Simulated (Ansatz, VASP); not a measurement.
# Two plane-wave programs on CdSe

```
Cd Se
1.0
     0.00000    3.09841    3.09841
     3.09841    0.00000    3.09841
     3.09841    3.09841    0.00000
Cd Se
1 1
Direct
  0.00000 0.00000 0.00000
  0.75000 0.75000 0.75000
```

Alike in both runs: functional PBE; k mesh 10 × 10 × 10; occupations gaussian, width 0.02 eV; no spin polarisation.

Ansatz relaxed the structure, and its values are those at the end. VASP's run is a single point on that final structure, the one shown.

|  | VASP | Ansatz |
| --- | --- | --- |
| version | VASP 6.6.1 | Ansatz 0.2.0 |
| potentials or method | VASP PAW PBE potentials, release 64 (Cd, Se), cutoff 520 eV | scalar-relativistic, plane waves, PAW |
| valence electrons in the cell | 18 | 36 |

Ansatz gave:

| Quantity | Value |
| --- | --- |
| gap on the k mesh at the Fermi level (eV) | 0.49 |
| least direct gap on the mesh (eV) | 0.49 |
| pressure (GPa) | 0.0 |

What did VASP give for the same quantities?

gap on the k mesh at the Fermi level (eV): 0.49; least direct gap on the mesh (eV): 0.49; pressure (GPa): 0.2.

VASP's potentials hold 18 valence electrons a cell and Ansatz's 36, so a difference there can come from the potentials and not from the codes.
